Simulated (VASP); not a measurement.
Runs of VASP 6.6.1 on Ta. The structure is that of space group P6_3/mmc (No. 194), or close to it. The cells are those of the table. 

| task | level | cell | cutoff (eV) | gap on the mesh (eV) | pressure (GPa) | relaxed volume (Å³/atom) |
| --- | --- | --- | --- | --- | --- | --- |
| relaxation of cell and atoms | BLYP+D3(BJ) | relaxed from a = 2.900, b = 2.900, c = 5.166 Å, angles 90.0, 90.0, 120.0°, 2 atoms | 600 | none | 0.0 | (b) |
| single point | PBEsol | a = 2.865, b = 2.865, c = 5.099 Å, angles 90.0, 90.0, 120.0°, 2 atoms | 520 | none | 0.1 | - |
| relaxation of cell and atoms | PBEsol+D3(BJ) | relaxed from a = 2.900, b = 2.900, c = 5.166 Å, angles 90.0, 90.0, 120.0°, 2 atoms | 600 | none | 0.0 | 17.57 |
| single point | BLYP+D3(BJ) | a = 2.854, b = 2.854, c = 5.090 Å, angles 90.0, 90.0, 120.0°, 2 atoms | 520 | none | 1.1 | - |
| relaxation of cell and atoms | PBEsol | relaxed from a = 2.900, b = 2.900, c = 5.166 Å, angles 90.0, 90.0, 120.0°, 2 atoms | 600 | none | 0.0 | (a) |

Alike in all rows: potentials or basis VASP PAW PBE potentials, release 64 (Ta_pv); no spin polarisation; k mesh 11 × 11 × 6; smearing gaussian 0.1 eV.

Question: Estimate the missing entries.

Answer: (a) 18.13; (b) 18.05.

Caveats: the PAW data sets were made with another functional, which shifts forces and pressure a little; spin-orbit coupling is left out, which moves the levels of the heavy elements; pairwise dispersion overbinds metals, which lowers pressure and volume (some runs).

A k mesh can miss the band edges, and the runs leave out spin-orbit coupling on Ta.

A gap of «none» marks levels without a gap at the run's occupations.
